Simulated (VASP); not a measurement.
A run of VASP 6.6.1:

POSCAR

```
BAs
1.0
    3.3244573618      0.0000000000      0.0000000000
   -1.6622286809      2.8790645291      0.0000000000
    0.0000000000      0.0000000000      8.6370288605
B As
2 2
Direct
    0.3333333333      0.6666666667      0.2500000000
    0.6666666667      0.3333333333      0.7500000000
    0.6666666667      0.3333333333      0.2500000000
    0.3333333333      0.6666666667      0.7500000000
```

The input INCAR.step1:

```
SYSTEM = BAs
ALGO = Normal
EDIFF = 1E-4
ENCUT = 520
GGA = PE
ISMEAR = 0
LASPH = .TRUE.
LCHARG = .FALSE.
LREAL = .FALSE.
LWAVE = .TRUE.
NBANDS = 16
NELM = 60
PREC = Accurate
SIGMA = 0.01
```

The input INCAR.step2:

```
SYSTEM = BAs
ALGO = Normal
EDIFF = 1E-6
ENCUT = 520
ISIF = 2
ISMEAR = 0
ISTART = 1
LASPH = .TRUE.
LCHARG = .FALSE.
LMIXTAU = .TRUE.
LREAL = .FALSE.
LWAVE = .FALSE.
METAGGA = R2SCAN
NBANDS = 16
NELM = 60
PREC = Accurate
SIGMA = 0.01
```

File KPOINTS:

```
k-points
0
G
  12 12 4
  0 0 0
```

Potentials or basis: VASP PAW PBE potentials, release 64 (B, As).

Run with:

```bash
$ cat potpaw_PBE.64/B/POTCAR potpaw_PBE.64/As/POTCAR > POTCAR
$ cp INCAR.step1 INCAR
$ mpirun -np 1 vasp_std > vasp.out
$ cp INCAR.step2 INCAR
$ mpirun -np 1 vasp_std > vasp.out
```

Hardware: 1 thread of Intel(R) Xeon(R) 6975P-C (Granite Rapids), on a shared host.

Task: Estimate the wall time of this run.

Result: It took 3.1 min on 1 thread of Intel(R) Xeon(R) 6975P-C (Granite Rapids) (shared host), peak memory 0.25 GiB. Counts: k points 57.
